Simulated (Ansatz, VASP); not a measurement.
## Two plane-wave programs on LiF

The input INCAR:

```
  ALGO = Normal
  EDIFF = 1E-6
  ENCUT = 520
  GGA = PE
  ISIF = 2
  ISMEAR = -1
  LASPH = True
  LCHARG = False
  LREAL = False
  LWAVE = False
  NBANDS = 12
  NELM = 100
  PREC = Accurate
  SIGMA = 0.02
```

Contents of KPOINTS:

```
k-points
0
Gamma
  10 10 10
```

POSCAR

```
LiF
1.0
    0.0000000000      2.0048460980      1.9885317940
    2.0048460980      0.0000000000      1.9885317940
    2.0048460980      2.0048460980      0.0000000000
Li F
1 1
Direct
    0.0000000000      0.0000000000      0.0000000000
    0.5000000000      0.5000000000      0.5000000000
```

Input for Ansatz:

```yaml
crystal:
  lattice:
    - [0.0, 2.004846098, 1.988531794]
    - [2.004846098, 0.0, 1.988531794]
    - [2.004846098, 2.004846098, 0.0]
  atoms:
    - { symbol: Li, position: [0.0, 0.0, 0.0] }
    - { symbol: F, position: [0.5, 0.5, 0.5] }
kpoints:
  mp_grid: { grid: [10, 10, 10] }
  band_path:
    path:
      - [0.0, 0.0, 0.0]
      - [0.5, 0.0, 0.5]
      - [0.625, 0.25, 0.625]
      - [0.375, 0.375, 0.75]
      - [0.5, 0.5, 0.5]
      - [0.5, 0.25, 0.75]
      - [0.0375, 0.0375, 0.075]
    npoints: 1
hamiltonian:
  xc: pbe
scf:
  occupations: { method: fermi_dirac, width: 0.02 }
  n_extra_bands: 4
output:
  forces: true
  stress: true
  eigenvalues: true
```

Change from the starting cell: epitaxial_xy strain +0.5%.

Alike in both runs: task single point; functional PBE; k mesh 10 × 10 × 10; occupations fermi-dirac, width 0.02 eV; no spin polarisation.

```csv
,VASP,Ansatz
version,VASP 6.6.1,Ansatz 0.2.0
potentials or method,"VASP PAW PBE potentials, release 64 (Li_sv, F)","plane waves, PAW"
plane-wave cutoff (eV),520,420
valence electrons in the cell,10,10
```

```csv
,VASP,Ansatz,Ansatz less VASP
gap on the k mesh at the Fermi level (eV),9.28,9.28,-0.004
```

Noted on VASP's run: the cutoff is short for stress, so the pressure is rough.
